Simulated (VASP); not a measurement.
Crystal: Ir.

```
CELL_PARAMETERS angstrom
2.76960 0.00000 0.00000
-1.38480 2.39854 0.00000
0.00000 0.00000 4.49184
ATOMIC_POSITIONS crystal
Ir 0.33333 0.66667 0.25000
Ir 0.66667 0.33333 0.75000
```

Base run:

- Program: VASP 6.6.1
- Functional: r2SCAN
- Potentials or basis: VASP PAW PBE potentials, release 64 (Ir)
- Cutoff: 520 eV
- k mesh: 11 × 11 × 6
- Occupations: fermi-dirac, width 0.05 eV
- Spin: no spin polarisation

Its results: band gap on the k mesh zero (band 9 reaches 10.29 eV, above the bottom of band 10 at 7.22 eV); pressure -12.9 GPa.

**Question.** The run is repeated on the same cell with these changes: functional from r2SCAN to PBEsol; further incar settings from ALGO = Normal; EDIFF = 1e-07; NBANDS = 16 to ALGO = Fast; EDIFF = 1e-07; NBANDS = 16. What comes out?

**Answer.** Band gap on the k mesh zero (band 9 reaches 10.33 eV, above the bottom of band 10 at 7.34 eV); pressure -17.7 GPa.

Caveats: the PAW data sets were made with another functional, which shifts forces and pressure a little; spin-orbit coupling is left out, which moves the levels of the heavy elements.
